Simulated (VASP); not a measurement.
Crystal: AlIn2Sb2As.

```
Al In Sb As
1.0
     4.31944    0.00000    0.00000
    -2.15972    3.74074    0.00000
     0.00000    0.00000   10.15523
Al In Sb As
1 2 2 1
Cartesian
  0.0000 0.0000 0.0000
  0.0000 2.4938 0.0000
  2.1597 1.2469 0.0000
  0.0000 0.0000 7.5815
  0.0000 0.0000 2.5738
  0.0000 0.0000 5.0776
```

```yaml
Program: VASP 6.6.1
Task: relaxation of cell and atoms
Functional: PBE
Potentials_or_basis: VASP PAW PBE potentials, release 64 (Al, In_d, Sb, As)
Cutoff: 600 eV
k_mesh: 6 × 6 × 2
Occupations: gaussian, width 0.1 eV
Spin: no spin polarisation
```

At the start: pressure 21.3 GPa; volume 27.35 Å³/atom.

Where does the relaxation end?

Over 9 steps the energy falls by 701.1 meV/atom and the volume is 41.57 Å³/atom (+52.0 %); space group P6/mmm (No. 191, to 0.05 Å).

Step by step:
```
step  energy change (eV)  largest force (eV/Å)  pressure (GPa)  volume (Å³)
   1              0.0000                0.9169           21.34       164.09
   2             -4.0257                0.2763           -1.84       265.36
   3             -4.0740                0.2385           -0.12       240.22
   4             -4.0897                0.2441           -0.94       250.07
   5             -4.0907                0.2415           -0.79       248.12
   6             -4.1775                0.3273            0.89       243.27
   7             -4.2007                0.1152            0.30       244.79
   8             -4.2052                0.0742            0.12       247.08
   9             -4.2067                0.0343           -0.05       249.43
```

Final structure:
```yaml
crystal:
  lattice:
    - [5.23263, 0.00000, 0.00000]
    - [-2.61632, 4.53159, 0.00000]
    - [0.00000, 0.00000, 10.51905]
  atoms:
    - { symbol: Al, position: [0.00000, 0.00000, 0.00000] }
    - { symbol: In, position: [0.33333, 0.66667, 0.00000] }
    - { symbol: In, position: [0.66667, 0.33333, 0.00000] }
    - { symbol: Sb, position: [0.00000, 0.00000, 0.74292] }
    - { symbol: Sb, position: [0.00000, 0.00000, 0.25708] }
    - { symbol: As, position: [0.00000, 0.00000, 0.50000] }
```

Caveat: the volume moved by over 15 % at a fixed basis, so the end points are rough.
